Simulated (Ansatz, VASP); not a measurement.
**RbCl: VASP beside Ansatz**

```
CELL_PARAMETERS angstrom
0.00000 3.27809 3.27809
3.27400 0.00409 3.27400
3.27400 3.27400 0.00409
ATOMIC_POSITIONS crystal
Rb 0.00000 0.00000 0.00000
Cl 0.50000 0.50000 0.50000
```

Change from the starting cell: strain +0.0025 x Voigt [0, 0, 0, 1, 0, 0], atoms carried along.

Alike in both runs: task single point; functional LDA; k mesh 6 × 6 × 6; occupations gaussian, width 0.05 eV; no spin polarisation.

|  | VASP | Ansatz |
| --- | --- | --- |
| version | VASP 6.6.1 | Ansatz 0.2.0 |
| potentials or method | VASP PAW LDA potentials, release 64 (Rb_sv, Cl), cutoff 500 eV | scalar-relativistic, plane waves, PAW |
| valence electrons in the cell | 16 | 16 |

```tsv
	VASP	Ansatz	Ansatz less VASP
gap on the k mesh at the Fermi level (eV)	4.60	4.59	-0.007
least direct gap on the mesh (eV)	4.60	4.59	-0.007
pressure (GPa)	-1.4	-1.4	-0.01
```

LDA's correlation is that of Perdew and Zunger in VASP and of Perdew and Wang (1992) in Ansatz.
